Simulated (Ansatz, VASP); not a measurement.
## Ge3Pd in VASP and in Ansatz

INCAR

```
PREC = Accurate
ENCUT = 520
EDIFF = 1E-6
ISMEAR = -1
SIGMA = 0.1
LREAL = False
LASPH = True
NELM = 60
ALGO = Normal
ISIF = 2
LWAVE = False
LCHARG = False
GGA = CA
NBANDS = 34
```

Contents of KPOINTS:

```
Automatic mesh
0
Gamma
  6 6 6
```

The input POSCAR:

```
Ge3Pd
1.0
    4.3014859994      0.0000000000      0.0000000000
    0.0000000000      4.3014859994      0.0000000000
    0.0000000000      0.0000000000      4.3014859994
Ge Pd
3 1
Direct
    0.0000000000      0.5000000000      0.5000000000
    0.5000000000      0.0000000000      0.5000000000
    0.5000000000      0.5000000000      0.0000000000
    0.0000000000      0.0000000000      0.0000000000
```

Input for Ansatz:

```yaml
crystal:
  lattice:
    - [4.301485999446323, 0.0, 0.0]
    - [0.0, 4.301485999446323, 0.0]
    - [0.0, 0.0, 4.301485999446323]
  atoms:
    - { symbol: Ge, position: [0.0, 0.5, 0.5] }
    - { symbol: Ge, position: [0.5, 0.0, 0.5] }
    - { symbol: Ge, position: [0.5, 0.5, 0.0] }
    - { symbol: Pd, position: [0.0, 0.0, 0.0] }
basis:
  ecutwfc: 420.0
  ecutrho_ratio: 4
kpoints:
  mp_grid:
    grid: [6, 6, 6]
hamiltonian:
  xc: lda
  pseudopotentials:
    kind: paw
scf:
  n_extra_bands: 16
  convergence:
    dr2_threshold: 1.0e-09
  occupations:
    method: fermi_dirac
output:
  stress: true
```

Alike in both runs: task single point; functional LDA; k mesh 6 × 6 × 6; no spin polarisation.

|  | VASP | Ansatz |
| --- | --- | --- |
| version | VASP 6.6.1 | Ansatz 0.2.0 |
| potentials or method | VASP PAW LDA potentials, release 64 (Ge_d, Pd), cutoff 520 eV | plane waves, PAW |
| occupations | fermi-dirac, width 0.1 eV | fermi-dirac |
| valence electrons in the cell | 52 | 60 |

|  | VASP | Ansatz | Ansatz less VASP |
| --- | --- | --- | --- |
| pressure (GPa) | -13.1 | -13.0 | +0.01 |

LDA's correlation is that of Perdew and Zunger in VASP and of Perdew and Wang (1992) in Ansatz. VASP's potentials hold 52 valence electrons a cell and Ansatz's 60, so a difference there can come from the potentials and not from the codes. Ansatz's warnings: stress scf threshold loose.
